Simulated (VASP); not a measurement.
The system is Sc.

```
Sc
1.0
    -1.91721    1.91721    1.71760
     1.91721   -1.91721    1.71760
     1.91721    1.91721   -1.71760
Sc
1
Direct
  0.00000 0.00000 0.00000
```

```yaml
Program: VASP 6.6.1
Task: relaxation of cell and atoms
Functional: PBE
Dispersion: D3(BJ)
Potentials_or_basis: VASP PAW PBE potentials, release 64 (Sc_sv)
Cutoff: 600 eV
k_mesh: 10 × 10 × 10
Occupations: fermi-dirac, width 0.05 eV
Spin: no spin polarisation
```

At the start: pressure -3.2 GPa; volume 25.25 Å³/atom.

How do energy, volume and symmetry change on relaxing?

Over 10 steps the energy falls by 20.4 meV/atom and the volume is 23.71 Å³/atom (-6.1 %); space group I4/mmm (No. 139, to 0.1 Å) before, Im-3m (No. 229, to 0.1 Å).

Step by step:
```
step  energy change (eV)  largest force (eV/Å)  pressure (GPa)  volume (Å³)
   1              0.0000                0.0000           -3.17        25.25
   2             -0.0168                0.0000            0.49        23.47
   3             -0.0170                0.0000            0.08        23.64
   4             -0.0176                0.0000            0.07        23.65
   5             -0.0190                0.0000            0.07        23.66
   6             -0.0203                0.0000            0.14        23.65
   7             -0.0204                0.0000            0.18        23.64
   8             -0.0204                0.0000            0.18        23.64
   9             -0.0201                0.0000           -0.49        23.93
  10             -0.0204                0.0000            0.02        23.71
```

Final structure:
```
CELL_PARAMETERS angstrom
-1.81813 1.81813 1.79349
1.81813 -1.81813 1.79349
1.81813 1.81813 -1.79349
ATOMIC_POSITIONS crystal
Sc 0.00000 0.00000 0.00000
```
